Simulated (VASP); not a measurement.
Input of a VASP 6.6.1 run:

File INCAR:

```
SYSTEM = Sc8H
ALGO     = Normal         ! electronic algorithm
DIPOL    = 0.5 0.5 0.322
EDIFF    = 1E-6           ! SCF threshold, eV
ENCUT    = 520            ! plane-wave cutoff, eV
GGA      = PE             ! functional
IDIPOL   = 3            
ISIF     = 2              ! what is computed and relaxed
ISMEAR   = 0              ! smearing method
LASPH    = .TRUE.         ! aspherical terms in the spheres
LCHARG   = .FALSE.        ! write CHGCAR
LDIPOL   = .TRUE.       
LREAL    = .FALSE.        ! projectors in reciprocal space
LWAVE    = .FALSE.        ! write WAVECAR
NBANDS   = 54             ! bands
NELM     = 100            ! most SCF steps
PREC     = Accurate       ! precision mode
SIGMA    = 0.1            ! smearing width, eV
```

File KPOINTS:

```
k-points
0
G
  4 5 1
  0 0 0
```

The input POSCAR:

```
Sc8H
1.0
    6.6389479791      0.0000000000      0.0000000000
    0.0000000000      5.1626219083      0.0000000000
    0.0000000000      0.0000000000     19.1132872497
Sc H
8 1
Direct
    0.0000000000      0.7500000000      0.2092784955
    0.5000000000      0.7500000000      0.2092784955
    0.2500000000      0.2500000000      0.2594137541
    0.7500000000      0.2500000000      0.2594137541
    0.2500000000      0.7500000000      0.3452852846
    0.7500000000      0.7500000000      0.3452852846
    0.0000000000      0.2500000000      0.3983243254
    0.5000000000      0.2500000000      0.3983243254
    0.1875000000      0.2500000000      0.4729418430
```

Potentials or basis: VASP PAW PBE potentials, release 64 (Sc_sv, H).

The run is started by

```bash
$ cat potpaw_PBE.64/Sc_sv/POTCAR potpaw_PBE.64/H/POTCAR > POTCAR
$ mpirun -np 1 vasp_std > vasp.out
```

(1) What does it give for the largest force?

Results:

(1) 1.061 eV/Å.
